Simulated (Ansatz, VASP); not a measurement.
**Ir in VASP and in Ansatz**

Contents of INCAR:

```
PREC = Accurate ; ENCUT = 520
EDIFF = 1E-7 ; ISMEAR = -1
SIGMA = 0.05 ; LREAL = F
LASPH = T ; NELM = 100
ALGO = Normal ; ISIF = 2
LWAVE = F ; LCHARG = F
GGA = PS ; NBANDS = 16
```

Contents of KPOINTS:

```
Automatic mesh
0
Gamma
  13 13 13
```

The input POSCAR:

```
Ir
1.0
    0.0000000000      2.5014726914      2.5014726914
    2.5014726914      0.0000000000      2.5014726914
    2.5014726914      2.5014726914      0.0000000000
Ir
2
Direct
   -0.1250000000     -0.1250000000     -0.1250000000
    0.1250000000      0.1250000000      0.1250000000
```

Input for Ansatz:

```yaml
crystal:
  lattice:
    - [0.0, 2.5014726914, 2.5014726914]
    - [2.5014726914, 0.0, 2.5014726914]
    - [2.5014726914, 2.5014726914, 0.0]
  atoms:
    - { symbol: Ir, position: [-0.125, -0.125, -0.125] }
    - { symbol: Ir, position: [0.125, 0.125, 0.125] }
kpoints:
  mp_grid: { grid: [13, 13, 13] }
scf:
  occupations: { method: fermi_dirac, width: 0.05 }
hamiltonian:
  xc: pbesol
  pseudopotentials: { kind: all_electron, lapw: { basis_error: 0.001 } }
output:
  forces: true
  stress: true
  eigenvalues: true
  populations: true
```

Change from the starting cell: volume scaled by 0.75, LAPW.

Alike in both runs: task single point; functional PBEsol; k mesh 13 × 13 × 13; occupations fermi-dirac, width 0.05 eV; no spin polarisation.

|  | VASP | Ansatz |
| --- | --- | --- |
| version | VASP 6.6.1 | Ansatz 0.2.0 |
| potentials or method | VASP PAW PBE potentials, release 64 (Ir), cutoff 520 eV | all-electron LAPW, scalar-relativistic |

```tsv
	VASP	Ansatz	Ansatz less VASP
pressure (GPa)	111.7	117.9	+6.24
```

VASP's potentials were made for PBE, not for PBEsol. Both programs put the cell under a high pressure, so it lies far from rest at this level. Ansatz ran all-electron here, and VASP with PAW potentials.

Neither program's run includes spin-orbit coupling. Noted on VASP's run: the cell as given lies far from equilibrium.
